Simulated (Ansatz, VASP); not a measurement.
# One calculation of Si4O7, two programs

INCAR

```
  ALGO = Normal
  EDIFF = 1E-7
  ENCUT = 520
  GGA = CA
  ISIF = 2
  ISMEAR = 0
  LASPH = True
  LCHARG = True
  LELF = True
  LREAL = False
  LVHAR = True
  LWAVE = False
  NBANDS = 40
  NELM = 100
  PREC = Accurate
  SIGMA = 0.05
```

The input KPOINTS:

```
k-points
0
Gamma
  6 6 6
```

File POSCAR:

```
Si4O7
1.0
    0.0000000000      4.1548619959     -2.6614337333
    0.0000000000     -4.1548619959     -2.6614337333
   -4.1548619959      0.0000000000      2.6614337333
Si O
4 7
Direct
    0.2500000000      0.7500000000      0.5000000000
    0.7500000000      0.2500000000      0.5000000000
    0.0000000000      0.0000000000      1.0000000000
    0.5000000000      0.5000000000      1.0000000000
    1.0000000000      0.3055647994      0.3055647994
    0.5555647994      0.7500000000      0.8055647994
    0.0555647994      0.2500000000      0.8055647994
    0.0000000000      0.6944352006      0.6944352006
    0.4787265262      0.0486088002      0.5273353264
    0.9444352006      0.7500000000      0.1944352006
    0.4444352006      0.2500000000      0.1944352006
```

Input for Ansatz:

```yaml
crystal:
  lattice:
    - [0.0, 4.1548619959, -2.6614337333]
    - [0.0, -4.1548619959, -2.6614337333]
    - [-4.1548619959, 0.0, 2.6614337333]
  atoms:
    - { symbol: Si, position: [0.25, 0.75, 0.5] }
    - { symbol: Si, position: [0.75, 0.25, 0.5] }
    - { symbol: Si, position: [0.0, 0.0, 1.0] }
    - { symbol: Si, position: [0.5, 0.5, 1.0] }
    - { symbol: O, position: [1.0, 0.3055647994, 0.3055647994] }
    - { symbol: O, position: [0.5555647994, 0.75, 0.8055647994] }
    - { symbol: O, position: [0.0555647994, 0.25, 0.8055647994] }
    - { symbol: O, position: [0.0, 0.6944352006, 0.6944352006] }
    - { symbol: O, position: [0.4787265262, 0.0486088002, 0.5273353264] }
    - { symbol: O, position: [0.9444352006, 0.75, 0.1944352006] }
    - { symbol: O, position: [0.4444352006, 0.25, 0.1944352006] }
basis:
  ecutwfc: 420
kpoints:
  mp_grid: { grid: [6, 6, 6] }
hamiltonian:
  xc: lda
  pseudopotentials: { kind: paw, azcp: { folder: soft_1 } }
scf:
  occupations: { method: gaussian, width: 0.05 }
output:
  forces: true
  stress: true
  eigenvalues: true
  write_density: true
  write_potential: true
  elf: true
  volumetric_format: npy
```

Change from the starting cell: O vacancy; atom 9 moved 0.375 of the way to it and -0.125 Å across, host rigid.

Alike in both runs: task single point; functional LDA; k mesh 6 × 6 × 6; occupations gaussian, width 0.05 eV; no spin polarisation.

|  | VASP | Ansatz |
| --- | --- | --- |
| version | VASP 6.6.1 | Ansatz 0.2.0 |
| potentials or method | VASP PAW LDA potentials, release 64 (Si, O), cutoff 520 eV | scalar-relativistic, plane waves, PAW |
| valence electrons in the cell | 58 | 58 |

|  | VASP | Ansatz | Ansatz less VASP |
| --- | --- | --- | --- |
| gap on the k mesh at the Fermi level (eV) | 0.18 | 0.18 | -0.002 |
| least direct gap on the mesh (eV) | 0.89 | 0.87 | -0.015 |
| rms of the force components (eV/Å) | 4.593 | 4.688 | +0.0950 |

Ansatz warns that its potentials were made for another functional, while VASP's fit it. LDA's correlation is that of Perdew and Zunger in VASP and of Perdew and Wang (1992) in Ansatz. Atom by atom the forces differ by 0.100 eV/Å (rms over components).
